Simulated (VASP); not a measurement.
Al, 1 atom in the cell. It takes space group I4/mmm (No. 139, tetragonal). The conventional cell has a = 2.748 Å, b = 2.748 Å, c = 4.210 Å, α = 90.00°, β = 90.00°, γ = 90.00°. Al (site symmetry 4/mmm) has 12 Al at 2.75 to 2.86 Å within 3.6 Å.  This cell differs from its parent crystal: strain -0.040 along x and y, +0.040 along z.

```yaml
Program: VASP 6.6.1
Task: single point
Functional: PBE
Potentials_or_basis: VASP PAW PBE potentials, release 64 (Al)
Cutoff: 520 eV
k_mesh: 20 × 20 × 20
Occupations: gaussian, width 0.15 eV
Spin: no spin polarisation
Dipole_correction: no
Further_INCAR_settings: ALGO = Normal; EDIFF = 1e-06; NBANDS = 8
```

Potentials or basis: VASP PAW PBE potentials, release 64 (Al).

Launch:

```sh
$ cat potpaw_PBE.64/Al/POTCAR > POTCAR
$ mpirun -np 1 vasp_std > vasp.out
```

Hardware: 1 thread of AMD EPYC 9R45 (shared host).

Q: How long does it take, and how much memory?

A: Wall time 2.2 min on 1 thread of AMD EPYC 9R45 (shared host), peak memory 0.15 GiB. Counts: scf iterations 10, k points 641.
